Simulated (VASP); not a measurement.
The system is SiSn2.

```
CELL_PARAMETERS angstrom
4.23490 0.00000 0.00000
-2.11745 3.66753 0.00000
0.00000 0.00000 10.37333
ATOMIC_POSITIONS crystal
Si 0.00000 0.00000 0.00000
Si 0.66667 0.33333 0.66667
Sn 0.33333 0.66667 0.33333
Sn 0.66667 0.33333 0.91667
Sn 0.33333 0.66667 0.58333
Sn 0.00000 0.00000 0.25000
```

* Program: VASP 6.6.1
* Task: relaxation of cell and atoms
* Functional: PBE
* Potentials or basis: VASP PAW PBE potentials, release 64 (Si, Sn_d)
* Cutoff: 600 eV
* k mesh: 6 × 6 × 2
* Occupations: fermi-dirac, width 0.02 eV
* Spin: no spin polarisation

At the start: pressure 9.6 GPa; volume 26.85 Å³/atom.

**Question.** Where does the relaxation end?

**Answer.** Over 15 steps the energy falls by 152.5 meV/atom and the volume is 30.80 Å³/atom (+14.7 %); space group P3m1 (No. 156, to 0.05 Å).

Step by step:
| step | energy change (eV) | largest force (eV/Å) | pressure (GPa) | volume (Å³) |
| --- | --- | --- | --- | --- |
| 1 | 0.0000 | 1.9076 | 9.63 | 161.11 |
| 2 | -0.6615 | 0.4013 | -3.18 | 201.75 |
| 3 | -0.7991 | 0.7795 | -0.48 | 187.68 |
| 4 | -0.8491 | 0.4535 | -0.22 | 186.31 |
| 5 | -0.8862 | 0.6600 | 0.40 | 183.61 |
| 6 | -0.9095 | 0.2237 | 0.07 | 184.56 |
| 7 | -0.9095 | 0.2263 | 0.06 | 184.61 |
| 8 | -0.9145 | 0.0507 | -0.07 | 185.04 |
| 9 | -0.9146 | 0.0429 | -0.10 | 185.13 |
| 10 | -0.9149 | 0.0187 | 0.03 | 184.60 |
| 11 | -0.9149 | 0.0162 | 0.01 | 184.71 |
| 12 | -0.9149 | 0.0078 | 0.00 | 184.73 |
| 13 | -0.9150 | 0.0073 | 0.00 | 184.75 |
| 14 | -0.9150 | 0.0074 | 0.00 | 184.75 |
| 15 | -0.9150 | 0.0038 | -0.01 | 184.79 |

Final structure:
```
Si Sn
1.0
     4.43350    0.00000    0.00000
    -2.21675    3.83953    0.00000
     0.00000    0.00000   10.85535
Si Sn
2 4
Direct
  0.00000 0.00000 0.99099
  0.66667 0.33333 0.67372
  0.33333 0.66667 0.33600
  0.66667 0.33333 0.91690
  0.33333 0.66667 0.60026
  0.00000 0.00000 0.23212
```
